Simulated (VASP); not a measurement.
HgPtSeF3, 12 atoms in the cell. The typed cell holds 12 atoms: a = 4.147 Å, b = 4.147 Å, c = 14.504 Å, α = 91.16°, β = 90.62°, γ = 92.14°. 

```yaml
Program: VASP 6.6.1
Task: single point
Functional: PBE
Potentials_or_basis: VASP PAW PBE potentials, release 64 (Hg, Pt, Se, F)
Cutoff: 600 eV
k_mesh: 6 × 6 × 2
Occupations: gaussian, width 0.2 eV
Spin: no spin polarisation
Dipole_correction: no
Further_INCAR_settings: ALGO = Normal; EDIFF = 1e-06; NBANDS = 61
```

Potentials or basis: VASP PAW PBE potentials, release 64 (Hg, Pt, Se, F).

Command:

```sh
$ cat potpaw_PBE.64/Hg/POTCAR potpaw_PBE.64/Pt/POTCAR potpaw_PBE.64/Se/POTCAR potpaw_PBE.64/F/POTCAR > POTCAR
$ mpirun -np 1 vasp_std > vasp.out
```

Hardware: 1 thread of Intel Xeon 8259CL (shared host).

**Question.** How long does it take, and how much memory?

**Answer.** Wall time 28 min on 1 thread of Intel Xeon 8259CL (shared host), peak memory 0.84 GiB. Counts: scf iterations 16, k points 40.
